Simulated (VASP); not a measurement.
Here is a VASP 6.6.1 calculation.

Contents of INCAR:

```
SYSTEM = SnTe
ALGO = Normal
EDIFF = 1E-6
ENCUT = 520
GGA = PE
ISIF = 2
ISMEAR = -1
LASPH = .TRUE.
LCHARG = .FALSE.
LREAL = .FALSE.
LWAVE = .FALSE.
NBANDS = 17
NELM = 60
PREC = Accurate
SIGMA = 0.02
```

The input KPOINTS:

```
k-points
0
G
  8 8 8
  0 0 0
```

File POSCAR:

```
SnTe
1.0
   -0.0489562160      3.1893300331      3.1893300331
    3.1893300331     -0.0489562160      3.1893300331
    3.1403738171      3.1403738171      0.0000000000
Sn Te
1 1
Direct
    0.0000000000      0.0000000000      0.0000000000
    0.5000000000      0.5000000000      0.5000000000
```

Potentials or basis: VASP PAW PBE potentials, release 64 (Sn_d, Te).

Command:

```bash
$ cat potpaw_PBE.64/Sn_d/POTCAR potpaw_PBE.64/Te/POTCAR > POTCAR
$ mpirun -np 1 vasp_std > vasp.out
```

What does it give for the pressure?

0.5 GPa.

Estimate the band gap on the k mesh.

zero (band 10 reaches 6.60 eV, above the bottom of band 11 at 6.45 eV).

Stress tensor (GPa, compression positive):
```
0.56 0.40 0.00
0.40 0.56 0.00
0.00 0.00 0.53
```

Caveat: the cell differs from its parent crystal (shear xy strain -3.1%); spin-orbit coupling is left out, which moves the levels of the heavy elements.
